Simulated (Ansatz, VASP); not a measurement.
**ZrC in VASP and in Ansatz**

```
CELL_PARAMETERS angstrom
0.02350 2.36196 2.36196
2.36196 0.02350 2.36196
2.36196 2.36196 0.02350
ATOMIC_POSITIONS crystal
Zr 0.50000 0.50000 0.50000
C 0.00000 0.00000 0.00000
```

Change from the starting cell: equal xy, yz and zx shear strains of +1 %, crystal datasets.

Alike in both runs: task electric field gradients; functional PBE; k mesh 15 × 15 × 15; occupations fermi-dirac, width 0.05 eV; no spin polarisation.

```csv
,VASP,Ansatz
version,VASP 6.6.1,Ansatz 0.2.0
potentials or method,"VASP PAW PBE potentials, release 64 (Zr_sv, C), cutoff 520 eV","all-electron PAW with datasets made for the crystal, scalar-relativistic"
```

|  | VASP | Ansatz | Ansatz less VASP |
| --- | --- | --- | --- |
| pressure (GPa) | 1.4 | 1.3 | -0.19 |
| traceless stress, the component that is largest in VASP (GPa) | -1.56 | -1.57 | -0.001 |
| size of Vzz on the site where it differs most (V/Å²) | 1.2 | 1.4 | +0.12 |

Ansatz ran all-electron here, and VASP with PAW potentials.
